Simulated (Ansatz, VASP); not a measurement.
**TiCo: VASP beside Ansatz**

File POSCAR:

```
TiCo
1.0
   -1.9297252197     -1.9297252197     -3.8594504394
   -1.9297252197     -3.8594504394     -1.9297252197
   -3.8594504394     -1.9297252197     -1.9297252197
Co Ti
1 1
Direct
    0.0000000000      0.0000000000      0.0000000000
    0.5000000000      0.5000000000      0.5000000000
```

Contents of INCAR.step1:

```
PREC = Accurate
ENCUT = 520
ISMEAR = 0
SIGMA = 0.1
LREAL = F
LASPH = T
NELM = 150
ISPIN = 2
MAGMOM = 2 0
LMAXMIX = 4
NBANDS = 22
GGA = PE
ALGO = Normal
EDIFF = 1E-4
LWAVE = T
LCHARG = F
```

File INCAR.step2:

```
PREC = Accurate
ENCUT = 520
EDIFF = 1E-6
ISMEAR = 0
SIGMA = 0.1
LREAL = F
LASPH = T
NELM = 150
ALGO = Normal
ISIF = 2
LWAVE = F
LCHARG = F
ISPIN = 2
MAGMOM = 2 0
LORBIT = 11
LMAXMIX = 4
METAGGA = R2SCAN
LMIXTAU = T
NBANDS = 22
ISTART = 1
```

File KPOINTS:

```
Automatic mesh
0
Gamma
  6 6 6
```

Input for Ansatz:

```yaml
crystal:
  lattice:
    - [1.9297252197, 1.9297252197, 3.8594504394]
    - [1.9297252197, 3.8594504394, 1.9297252197]
    - [3.8594504394, 1.9297252197, 1.9297252197]
  atoms:
    - { symbol: Co, position: [0.0, 0.0, 0.0], spin: 2.0 }
    - { symbol: Ti, position: [0.5, 0.5, 0.5] }
basis:
  ecutwfc: 500
kpoints:
  mp_grid: { grid: [6, 6, 6] }
hamiltonian:
  xc: r2scan
scf:
  occupations: { method: gaussian, width: 0.1 }
  lower_state_search: "off"
output:
  forces: true
  stress: true
  eigenvalues: true
  populations: true
magnetization:
  spin_polarized: true
```

Alike in both runs: task single point; functional r2SCAN; k mesh 6 × 6 × 6; occupations gaussian, width 0.1 eV; collinear spin.

```csv
,VASP,Ansatz
version,VASP 6.6.1,Ansatz 0.2.0
potentials or method,"VASP PAW PBE potentials, release 64 (Co, Ti_sv), cutoff 520 eV","scalar-relativistic, plane waves, PAW"
valence electrons in the cell,21,29
```

VASP gave:

* gap on the k mesh at the Fermi level (eV): none
* pressure (GPa): -6.2
* net moment per atom (μB): 0.60
* size of the moment on the site where the two differ most (μB): 1.65

**Question.** Which values does Ansatz return?

**Answer.** gap on the k mesh at the Fermi level (eV): none; pressure (GPa): -6.5; net moment per atom (μB): 0.61; size of the moment on the site where the two differ most (μB): 1.68.

VASP's potentials were made for PBE, not for r2SCAN. Site moments also hang on the region over which each program counts them. A gap of «none» marks a metal or a gap that the smearing closes. The functional is the same, so the differences come from potentials, cutoffs and numerics. VASP's potentials hold 21 valence electrons a cell and Ansatz's 29, so a difference there can come from the potentials and not from the codes. Ansatz's warnings: stability check not made.

The k mesh is coarse, so the values compare programs but aren't converged.
